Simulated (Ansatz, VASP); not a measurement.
## One calculation of Cu, two programs

The input INCAR:

```
ALGO = Normal
EDIFF = 1E-7
ENCUT = 520
GGA = PE
ISIF = 2
ISMEAR = 0
LASPH = T
LCHARG = F
LREAL = F
LWAVE = F
NBANDS = 12
NELM = 80
PREC = Accurate
SIGMA = 0.15
```

File KPOINTS:

```
k-points
0
Gamma
  22 22 22
```

Contents of POSCAR:

```
Cu
1.0
   -1.4732621059      1.4732621059      1.3589500000
    1.4732621059     -1.4732621059      1.3589500000
    1.4732621059      1.4732621059     -1.3589500000
Cu
1
Direct
    0.0000000000      0.0000000000      0.0000000000
```

Input for Ansatz:

```yaml
crystal:
  lattice:
    - [-1.4732621059, 1.4732621059, 1.35895]
    - [1.4732621059, -1.4732621059, 1.35895]
    - [1.4732621059, 1.4732621059, -1.35895]
  atoms:
    - { symbol: Cu, position: [0.0, 0.0, 0.0] }
basis:
  ecutwfc: 520.0
kpoints:
  mp_grid: { grid: [22, 22, 22] }
hamiltonian:
  xc: pbe
  pseudopotentials: { kind: paw, azcp: { folder: soft_1 } }
scf:
  occupations: { method: gaussian, width: 0.15 }
output:
  forces: true
  stress: true
  eigenvalues: true
```

Alike in both runs: task single point; functional PBE; k mesh 22 × 22 × 22; occupations gaussian, width 0.15 eV; no spin polarisation.

|  | VASP | Ansatz |
| --- | --- | --- |
| version | VASP 6.6.1 | Ansatz 0.2.0 |
| potentials or method | VASP PAW PBE potentials, release 64 (Cu), cutoff 520 eV | scalar-relativistic, plane waves, PAW |
| valence electrons in the cell | 11 | 19 |

|  | VASP | Ansatz | Ansatz less VASP |
| --- | --- | --- | --- |
| gap on the k mesh at the Fermi level (eV) | none | none | - |
| pressure (GPa) | 3.2 | 2.5 | -0.66 |
| traceless stress, the component that is largest in VASP (GPa) | 0.40 | 0.37 | -0.020 |

A gap of «none» marks a metal or a gap that the smearing closes. The functional is the same, so the differences come from potentials, cutoffs and numerics. VASP's potentials hold 11 valence electrons a cell and Ansatz's 19, so a difference there can come from the potentials and not from the codes.
